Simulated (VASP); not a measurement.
Zr2B3: single point with PBE

Zr2B3:

```
CELL_PARAMETERS angstrom
3.45163 -0.00391 0.00010
-1.73312 2.96472 -0.22550
-0.01425 -0.97675 12.76736
ATOMIC_POSITIONS crystal
Zr 0.19951 0.89950 0.09838
Zr 0.69952 0.89943 0.59838
Zr 0.30048 0.10057 0.40162
Zr 0.80048 0.10050 0.90161
B 0.74999 0.00005 0.24999
B 0.25001 0.99995 0.75000
B 0.25000 0.50006 0.25001
B 0.75001 0.49995 0.74999
B 0.74999 0.50006 0.25000
B 0.25001 0.49994 0.75000
```

```yaml
Program: VASP 6.6.1
Task: single point
Functional: PBE
Potentials_or_basis: VASP PAW PBE potentials, release 64 (Zr_sv, B)
Cutoff: 520 eV
k_mesh: 6 × 6 × 2
Occupations: gaussian, width 0.2 eV
Spin: no spin polarisation
Dipole_correction: no
Further_INCAR_settings: ALGO = Normal; EDIFF = 1e-07; NBANDS = 44
```

```json
{
 "Pressure": "0.0 GPa",
 "Largest force": "0.011 eV/Å",
 "Band gap on the k mesh": "zero (band 33 reaches 9.55 eV, above the bottom of band 34 at 8.55 eV)"
}
```

Forces in eV/Å, atoms in the order of the input:
```
Zr   0.000  0.002 -0.010
Zr   0.000  0.002 -0.010
Zr   0.000 -0.002  0.010
Zr   0.000 -0.002  0.011
B    0.000  0.000  0.000
B    0.000  0.000  0.000
B    0.000  0.000 -0.001
B    0.000  0.000  0.000
B    0.000  0.000  0.000
B    0.000  0.000  0.000
```

Stress tensor (GPa, compression positive):
```
-0.15  0.08  0.00
 0.08  0.15 -0.02
 0.00 -0.02 -0.06
```

Levels at points of the mesh, in eV from the Fermi level:
| k point | band 31 | band 32 | band 33 | band 34 | band 35 | band 36 |
| --- | --- | --- | --- | --- | --- | --- |
| (0.00, 0.00, 0.00) | -0.56 | -0.45 | -0.42 | -0.31 | 0.02 | 0.12 |
| (0.50, 0.00, 0.00) | -0.71 | -0.71 | 0.59 | 0.59 | 0.99 | 0.99 |
| (0.00, 0.50, 0.00) | -0.94 | -0.46 | 0.11 | 0.64 | 0.84 | 1.27 |
| (0.50, 0.50, 0.00) | -0.71 | -0.71 | 0.64 | 0.64 | 0.96 | 0.96 |
| (0.00, 0.00, 0.50) | -0.48 | -0.48 | -0.36 | -0.36 | 0.09 | 0.09 |
| (0.50, 0.00, 0.50) | -0.93 | -0.47 | 0.16 | 0.62 | 0.84 | 1.32 |
| (0.00, 0.50, 0.50) | -0.70 | -0.70 | 0.55 | 0.55 | 1.02 | 1.02 |
| (0.50, 0.50, 0.50) | -0.94 | -0.48 | 0.20 | 0.60 | 0.83 | 1.36 |

Run time: 2.4 min on 1 thread of Intel(R) Xeon(R) 6975P-C (Granite Rapids), on a shared host, peak memory 0.35 GiB.
